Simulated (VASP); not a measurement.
## Mg5Be4ZnTe8Se2: single point with PBE

The system is Mg5Be4ZnTe8Se2.

```
Be Mg Zn Se Te
1.0
     2.98201    3.01521    5.88133
    -3.01450   -2.98361    5.88177
     9.26160   -6.26588    2.90060
Be Mg Zn Se Te
4 5 1 2 8
Direct
  0.39850 0.00548 0.21409
  0.30162 0.48848 0.37501
  0.80110 0.98787 0.37669
  0.89697 0.50440 0.21763
  0.20222 0.99134 0.57991
  0.09998 0.49753 0.79682
  0.60205 0.99770 0.79569
  0.97509 0.99451 0.04144
  0.47733 0.49269 0.03192
  0.71051 0.49691 0.57519
  0.74374 0.85866 0.22650
  0.24916 0.35746 0.22303
  0.60721 0.88066 0.57031
  0.50013 0.39642 0.79457
  0.99275 0.89499 0.80861
  0.38345 0.89509 0.02526
  0.67122 0.35961 0.37956
  0.17164 0.85634 0.37069
  0.09733 0.39146 0.56949
  0.88172 0.39511 0.02851
```

| Item | Value |
| --- | --- |
| Program | VASP 6.6.1 |
| Task | single point |
| Functional | PBE |
| Potentials or basis | VASP PAW PBE potentials, release 64 (Be, Mg, Zn, Se, Te) |
| Cutoff | 520 eV |
| k mesh | 2 × 2 × 2, shifted |
| Occupations | gaussian, width 0.1 eV |
| Spin | no spin polarisation |
| Dipole correction | no |
| Further INCAR settings | LREAL = Auto; ALGO = Normal; EDIFF = 1e-07; NBANDS = 61; ISYM = 0 |

- Pressure: 0.0 GPa
- Largest force: 0.049 eV/Å
- Band gap on the k mesh: 2.23 eV

Forces in eV/Å, atoms in the order of the input:
```
Be   0.014 -0.009  0.024
Be  -0.014  0.006  0.024
Be  -0.008  0.007  0.023
Be   0.003 -0.009  0.037
Mg  -0.013  0.012  0.007
Mg   0.006  0.009 -0.007
Mg  -0.012 -0.012 -0.007
Mg  -0.008  0.011 -0.025
Mg  -0.002 -0.004 -0.014
Zn   0.014 -0.014 -0.020
Se  -0.018  0.026 -0.003
Se  -0.004  0.015  0.001
Te   0.003 -0.027  0.011
Te  -0.002  0.002  0.009
Te   0.034 -0.036 -0.006
Te  -0.018  0.027 -0.015
Te  -0.001  0.003 -0.020
Te   0.014 -0.011 -0.011
Te   0.031 -0.010  0.013
Te  -0.021  0.013 -0.019
```

Levels at points of the mesh, in eV from the valence-band top:
| k point | band 41 | band 42 | band 43 | band 44 | band 45 | band 46 | band 47 | band 48 | band 49 | band 50 |
| --- | --- | --- | --- | --- | --- | --- | --- | --- | --- | --- |
| (0.25, 0.25, 0.25) | -0.78 | -0.69 | -0.46 | -0.23 | -0.07 | 2.44 | 2.80 | 2.97 | 3.18 | 3.23 |

It took 4.4 min on 1 thread of Intel(R) Xeon(R) Platinum 8375C CPU @ 2.90GHz (Ice Lake) (shared host), peak memory 0.62 GiB.

Caveat: spin-orbit coupling is left out, which moves the levels of the heavy elements; a shifted mesh leaves out Γ, where band edges can lie. A k mesh can miss the band edges.
